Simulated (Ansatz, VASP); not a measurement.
**One calculation of Al2O3, two programs**

```
Al O
1.0
     2.92450    0.00000    0.00000
    -1.46225    2.53269    0.00000
     0.00000    0.00000    7.95290
Al O
2 3
Direct
  0.00000 0.00000 0.19074
  0.00000 0.00000 0.80926
  0.33333 0.66667 0.28409
  0.66667 0.33333 0.00000
  0.33333 0.66667 0.71591
```

Alike in both runs: task single point; functional PBE; dispersion D3(BJ); k mesh 9 × 9 × 4; occupations gaussian, width 0.05 eV; no spin polarisation.

|  | VASP | Ansatz |
| --- | --- | --- |
| version | VASP 6.6.1 | Ansatz 0.2.0 |
| potentials or method | VASP PAW PBE potentials, release 64 (Al, O), cutoff 520 eV | scalar-relativistic, plane waves, PAW |
| valence electrons in the cell | 24 | 24 |

|  | VASP | Ansatz | Ansatz less VASP |
| --- | --- | --- | --- |
| gap on the k mesh at the Fermi level (eV) | 4.02 | 4.02 | +0.001 |
| least direct gap on the mesh (eV) | 4.02 | 4.02 | +0.001 |
| pressure (GPa) | -15.1 | -15.1 | +0.01 |
| traceless stress, the component that is largest in VASP (GPa) | -6.31 | -6.11 | +0.199 |
| rms of the force components (eV/Å) | 0.536 | 0.530 | -0.0061 |

Atom by atom the forces differ by 0.015 eV/Å (rms over components).
